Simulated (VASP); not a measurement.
S:

```
S
1.0
     2.73000    0.00000    0.00000
     0.00000    2.73000    0.00000
     0.00000    0.00000    2.73000
S
1
Direct
  0.00000 0.00000 0.00000
```

- Program: VASP 6.6.1
- Task: relaxation of cell and atoms
- Functional: PBE
- Potentials or basis: VASP PAW PBE potentials, release 64 (S)
- Cutoff: 600 eV
- k mesh: 7 × 7 × 7
- Occupations: fermi-dirac, width 0.02 eV
- Spin: no spin polarisation

At the start: pressure -10.2 GPa; volume 20.35 Å³/atom.

Task: Where does the relaxation end?

Result: Over 3 steps the energy falls by 121.3 meV/atom and the volume is 17.08 Å³/atom (-16.0 %); space group Pm-3m (No. 221, to 0.05 Å).

The path:
```csv
step,energy change (eV),largest force (eV/Å),pressure (GPa),volume (Å³)
1,0.0000,0.0000,-10.20,20.35
2,-0.1196,0.0000,1.71,16.76
3,-0.1213,0.0000,0.05,17.08
```

Final structure:
```
S
1.0
     2.57537    0.00000    0.00000
     0.00000    2.57537    0.00000
     0.00000    0.00000    2.57537
S
1
Direct
  0.00000 0.00000 0.00000
```

Caveat: the volume moved by over 15 % at a fixed basis, so the end points are rough.
